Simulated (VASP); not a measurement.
# LiBr (Fm-3m) in VASP: a series of runs, part 2 of 2

VASP 6.6.1. The steps go on from the part before.

**5. Single point, r2SCAN (volume changed by -6%)**

File POSCAR:

```
LiBr
1.0
    0.0000000000      2.6836237378      2.6836237378
    2.6836237378      0.0000000000      2.6836237378
    2.6836237378      2.6836237378      0.0000000000
Li Br
1 1
Direct
    0.0000000000      0.0000000000      0.0000000000
    0.5000000000      0.5000000000      0.5000000000
```

File INCAR.step1:

```
SYSTEM = LiBr
ALGO = Normal ; EDIFF = 1E-5
ENCUT = 830 ; GGA = PE
GGA_COMPAT = .False. ; ISMEAR = 0
LASPH = .True. ; LCHARG = .False.
LREAL = .False. ; LWAVE = .True.
NBANDS = 12 ; NELM = 120
PREC = Accurate ; SIGMA = 0.01
```

File INCAR.step2:

```
SYSTEM = LiBr
ALGO = Normal ; EDIFF = 1E-6
ENCUT = 830 ; GGA_COMPAT = .False.
ISIF = 2 ; ISMEAR = 0
ISTART = 1 ; LASPH = .True.
LCHARG = .False. ; LMIXTAU = .True.
LREAL = .False. ; LWAVE = .False.
METAGGA = R2SCAN ; NBANDS = 12
NELM = 120 ; PREC = Accurate
SIGMA = 0.01
```

File KPOINTS:

```
k-points
0
Gamma
  6 6 6
  0 0 0
```

Potentials or basis: VASP PAW PBE potentials, release 64 (Li_sv, Br).

Run with:

```sh
$ cat potpaw_PBE.64/Li_sv/POTCAR potpaw_PBE.64/Br/POTCAR > POTCAR
$ cp INCAR.step1 INCAR
$ mpirun -np 1 vasp_std > vasp.out
$ cp INCAR.step2 INCAR
$ mpirun -np 1 vasp_std > vasp.out
```

OUTCAR:

```text
SYSTEM = LiBr
   EDIFF = 1E-6
   ENCUT = 830
   ISIF = 2
   ISMEAR = 0
   ISTART = 1
   LASPH = .True.
   LREAL = .False.
   METAGGA = R2SCAN
   NELM = 120
   PREC = Accurate

 ion  position               nearest neighbor table
   1  0.000  0.000  0.000-   2 2.68   2 2.68   2 2.68   2 2.68   2 2.68   2 2.68
   2  0.500  0.500  0.500-   1 2.68   1 2.68   1 2.68   1 2.68   1 2.68   1 2.68

  LATTYP: Found a face centered cubic cell.
 ALAT       =     5.3672474756

  Lattice vectors:

 A1 = (   0.0000000000,   2.6836237378,   2.6836237378)
 A2 = (   2.6836237378,   0.0000000000,   2.6836237378)
 A3 = (   2.6836237378,   2.6836237378,   0.0000000000)

Analysis of symmetry for initial positions (statically):
=====================================================================
 Subroutine PRICEL returns:
 Original cell was already a primitive cell.

 Routine SETGRP: Setting up the symmetry group for a
 face centered cubic supercell.

 Subroutine GETGRP returns: Found 48 space group operations
 (whereof 48 operations were pure point group operations)
 out of a pool of 48 trial point group operations.

The static configuration has the point symmetry O_h .

Analysis of symmetry for dynamics (positions and initial velocities):
=====================================================================
 Subroutine PRICEL returns:
 Original cell was already a primitive cell.

 Routine SETGRP: Setting up the symmetry group for a
 face centered cubic supercell.

 Subroutine GETGRP returns: Found 48 space group operations
 (whereof 48 operations were pure point group operations)
 out of a pool of 48 trial point group operations.

The dynamic configuration has the point symmetry O_h .

 Subroutine INISYM returns: Found 48 space group operations
 (whereof 48 operations are pure point group operations),
 and found     1 'primitive' translations

----------------------------------------------------------------------------------------

                                     Primitive cell

  volume of cell :      38.6540

  direct lattice vectors                    reciprocal lattice vectors
     0.000000000  2.683623738  2.683623738    -0.186315240  0.186315240  0.186315240
     2.683623738  0.000000000  2.683623738     0.186315240 -0.186315240  0.186315240
     2.683623738  2.683623738  0.000000000     0.186315240  0.186315240 -0.186315240

  length of vectors
     3.795217086  3.795217086  3.795217086     0.322707461  0.322707461  0.322707461

  position of ions in fractional coordinates (direct lattice)
     0.000000000  0.000000000  0.000000000
     0.500000000  0.500000000  0.500000000

  ion indices of the primitive-cell ions
   primitive index   ion index
                 1           1
                 2           2

----------------------------------------------------------------------------------------

 KPOINTS: k-points

Automatic generation of k-mesh.
 Grid dimensions read from file:
 generate k-points for:    6    6    6

 Generating k-lattice:

  Cartesian coordinates                     Fractional coordinates (reciprocal lattice)
    -0.031052540  0.031052540  0.031052540     0.166666667  0.000000000  0.000000000
[... 21 lines left out ...]
  0.333333  0.166667  0.000000     24.000000
[... 8 lines left out ...]
 -0.333333  0.333333  0.166667     24.000000
 -0.333333  0.500000  0.166667     12.000000
   k-points           NKPTS =     16   k-points in BZ     NKDIM =     16   number of bands    NBANDS=     12
   number of dos      NEDOS =    301   number of ions     NIONS =      2
   total plane-waves  NPLWV =  46656
   dimension x,y,z NGX =    36 NGY =   36 NGZ =   36
   dimension x,y,z NGXF=    72 NGYF=   72 NGZF=   72
   ions per type =               1   1
   NGX,Y,Z   is equivalent  to a cutoff of  15.77, 15.77, 15.77 a.u.
   NGXF,Y,Z  is equivalent  to a cutoff of  31.54, 31.54, 31.54 a.u.
 SYSTEM =  LiBr
   PREC   = accura    normal or accurate (medium, high low for compatibility)
   ISTART =      1    job   : 0-new  1-cont  2-samecut
   ICHARG =      0    charge: 1-file 2-atom 10-const
   ISPIN  =      1    spin polarized calculation?
   LNONCOLLINEAR =      F non collinear calculations
   LSORBIT =      F    spin-orbit coupling
   LASPH  =      T    aspherical Exc in radial PAW
   ENCUT  =  830.0 eV  61.00 Ry    7.81 a.u.   8.92  8.92  8.92*2*pi/ulx,y,z
   NELM   =    120;   NELMIN=  2; NELMDL=  0     # of ELM steps
   EDIFF  = 0.1E-05   stopping-criterion for ELM
   LREAL  =      F    real-space projection
   EDIFFG = 0.1E-04   stopping-criterion for IOM
   NSW    =      0    number of steps for IOM
   IBRION =     -1    ionic relax: 0-MD 1-quasi-New 2-CG
   NFREE  =      0    steps in history (QN), initial steepest desc. (CG)
   ISIF   =      2    stress and relaxation
   ISYM   =      2    0-nonsym 1-usesym 2-fastsym
   POTIM  = 0.5000    time-step for ionic-motion
   TEBEG  =    0.0;   TEEND  =   0.0 temperature during run
   PSTRESS=    0.0 pullay stress
   NELECT =      10.0000    total number of electrons
   NUPDOWN=      -1.0000    fix difference up-down
   EMIN   =  10.00;   EMAX   =-10.00  energy-range for DOS
   EFERMI =   0.00;   METHOD = LEGACY
   ISMEAR =     0;   SIGMA  =   0.01  broadening in eV -4-tet -1-fermi 0-gaus
   EFERMI_NEDOS =   21; number of points for ismear=-14 and -15
   IALGO  =     38    algorithm
   IMIX   =      4    mixing-type and parameters
     AMIX     =   0.40;   BMIX     =  1.00
     AMIX_MAG =   1.60;   BMIX_MAG =  1.00
  volume/ion in A,a.u.               =      19.33       130.43
  Fermi-wavevector in a.u.,A,eV,Ry     =   1.043141  1.971252 14.805099  1.088144
  Thomas-Fermi vector in A             =   2.177838
   LORBIT       =      0    0 simple, 1 ext, 2 COOP (PROOUT), +10 PAW based schemes
   METAGGA = R2SCAN    functional components
   LHFCALC =     F    Hartree Fock is set to
   AEXX    =    0.0000 exact exchange contribution
   IVDW    =     0    specifies the selected vdW correction
   LEPSILON=     F    determine dielectric tensor
   LRPA    =     F    only Hartree local field effects (RPA)
 non-spin polarized calculation
 Gauss-broadening in eV      SIGMA  =   0.01
  energy-cutoff  :      830.00
  volume of cell :       38.65
 maximum number of plane-waves:      2126
   NGX = 17   NGY = 17   NGZ = 17

 number of electron      10.0000001 magnetization

 Free energy of the ion-electron system (eV)
  ---------------------------------------------------
  ext. energy  EPLUGINS =         0.00000000
  ---------------------------------------------------
  free energy    TOTEN  =       -19.14331974 eV

  energy without entropy =      -19.14331974  energy(sigma->0) =      -19.14331974

 E-fermi :   0.6159     XC(G=0):  -9.1297

 val. band max:        0.4740848337   @ k =   0.0000   0.0000   0.0000
 cond. band min:       6.7319727577   @ k =   0.0000   0.0000   0.0000
 fundamental gap:      6.2578879240
 Fermi energy:         0.6158634171

 k-point     1 :       0.0000    0.0000    0.0000
  band No.  band energies     occupation
      1     -45.1737      2.00000
      2     -13.7002      2.00000
      3       0.4741      2.00000
      4       0.4741      2.00000
      5       0.4741      2.00000
      6       6.7320      0.00000
      7      11.7408      0.00000
      8      11.7408      0.00000
      9      11.7408      0.00000
     10      14.2672      0.00000
     11      14.2672      0.00000
     12      14.2672      0.00000
[... 211 lines left out ...]
 k-point    16 :      -0.3333    0.5000    0.1667
  band No.  band energies     occupation
      1     -45.1717      2.00000
      2     -12.8675      2.00000
      3      -2.4040      2.00000
      4      -1.4541      2.00000
      5      -0.8159      2.00000
      6       8.6426      0.00000
      7       9.5148      0.00000
      8      11.4797      0.00000
      9      12.3404      0.00000
     10      15.3228      0.00000
     11      17.3686      0.00000
     12      19.3262      0.00000

------------------------ aborting loop because EDIFF is reached ----------------------------------------

  FORCE on cell =-STRESS in cart. coord.  units (eV):
  Direction    XX          YY          ZZ          XY          YZ          ZX
  --------------------------------------------------------------------------------------
  -------------------------------------------------------------------------------------
  Total        0.4050233      0.4050233      0.4050233     -0.0000000     -0.0000000      0.0000000
  in kB       16.7878746     16.7878746     16.7878746     -0.0000000     -0.0000000      0.0000000
  external PRESSURE =      16.7878746 kB  Pullay stress =       0.0000000 kB

 VOLUME and BASIS-vectors are now :
 -----------------------------------------------------------------------------
  energy-cutoff  :      830.00
  volume of cell :       38.65
      direct lattice vectors                 reciprocal lattice vectors
     0.000000000  2.683623738  2.683623738    -0.186315240  0.186315240  0.186315240
     2.683623738  0.000000000  2.683623738     0.186315240 -0.186315240  0.186315240
     2.683623738  2.683623738  0.000000000     0.186315240  0.186315240 -0.186315240

 POSITION                                       TOTAL-FORCE (eV/Angst)
 -----------------------------------------------------------------------------------
      0.00000      0.00000      0.00000        -0.000000      0.000000     -0.000000
      2.68362      2.68362      2.68362         0.000000     -0.000000      0.000000
 -----------------------------------------------------------------------------------
    total drift:                                0.000000      0.000000      0.000000

  FREE ENERGIE OF THE ION-ELECTRON SYSTEM (eV)
  ---------------------------------------------------
  free  energy   TOTEN  =       -19.1433197446 eV

  energy  without entropy=      -19.1433197446  energy(sigma->0) =      -19.14331974
```

It took 1.8 min on 1 thread of Intel Xeon 8259CL, shared host; peak memory 0.22 GiB.

What came out:

```yaml
Free_energy: -19.1433 eV
Pressure: 1.7 GPa
Band_gap_on_the_k_mesh: 6.26 eV, direct
```

Caveat: the PAW data sets were made with another functional, which shifts forces and pressure a little. A k mesh can miss the band edges.

**6. Overview**

| level | cell | k mesh | cutoff (eV) | gap on the mesh (eV) | pressure (GPa) |
| --- | --- | --- | --- | --- | --- |
| PBE | a = 3.935 Å, angles 60.0°, 2 atoms | 6 × 6 × 6 | 750 | 4.80 | -0.8 |
| PBE | a = 3.973 Å, angles 60.0°, 2 atoms | 6 × 6 × 6 | 750 | 4.68 | -1.4 |
| PBE | a = 3.874 Å, angles 60.0°, 2 atoms | 8 × 8 × 8 | 750 | 4.99 | 0.4 |
| r2SCAN | a = 3.795 Å, angles 60.0°, 2 atoms | 6 × 6 × 6 | 830 | 6.26 | 1.7 |

Alike in all rows: task single point; potentials or basis VASP PAW PBE potentials, release 64 (Li_sv, Br); no spin polarisation; smearing gaussian 0.01 eV.

Caveats: the PAW data sets were made with another functional, which shifts forces and pressure a little (some runs).

Absolute energies hang on the potentials; compare differences alone.
